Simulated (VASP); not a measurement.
Input of a VASP 6.6.1 run:

The input INCAR:

```
SYSTEM = TiTe2
PREC     = Accurate       ! precision mode
ENCUT    = 520            ! plane-wave cutoff, eV
EDIFF    = 1E-8           ! SCF threshold, eV
ISMEAR   = 0              ! smearing method
SIGMA    = 0.03           ! smearing width, eV
LREAL    = .FALSE.        ! projectors in reciprocal space
LASPH    = .TRUE.         ! aspherical terms in the spheres
NELM     = 100            ! most SCF steps
ALGO     = Normal         ! electronic algorithm
ISIF     = 2              ! what is computed and relaxed
LWAVE    = .FALSE.        ! write WAVECAR
LCHARG   = .FALSE.        ! write CHGCAR
GGA      = PE             ! functional
IBRION   = 8              ! ionic algorithm
NSW      = 1              ! ionic steps
```

File KPOINTS:

```
Automatic mesh
0
G
  12 12 8
  0 0 0
```

POSCAR

```
TiTe2
1.0
    3.7700448474      0.0000000000      0.0000000000
   -1.8850224237      3.2649546112      0.0000000000
    0.0000000000      0.0000000000      6.8894534381
Ti Te
1 2
Direct
    0.0000000000      0.0000000000      0.0000000000
    0.3333333333      0.6666666667      0.2510653612
    0.6666666667      0.3333333333      0.7489346388
```

Potentials or basis: VASP PAW PBE potentials, release 64 (Ti_sv, Te).

Run with:

```bash
$ cat potpaw_PBE.64/Ti_sv/POTCAR potpaw_PBE.64/Te/POTCAR > POTCAR
$ mpirun -np 1 vasp_std > vasp.out
```

Q: Estimate the highest phonon frequency at Γ, LO-TO splitting left out.

A: 257 cm⁻¹.

Phonon frequencies in cm⁻¹ (negative: imaginary):
```tsv
q point	frequencies
(0.000, 0.000, 0.000)	0 0 0 94 94 136 152 152 257
```
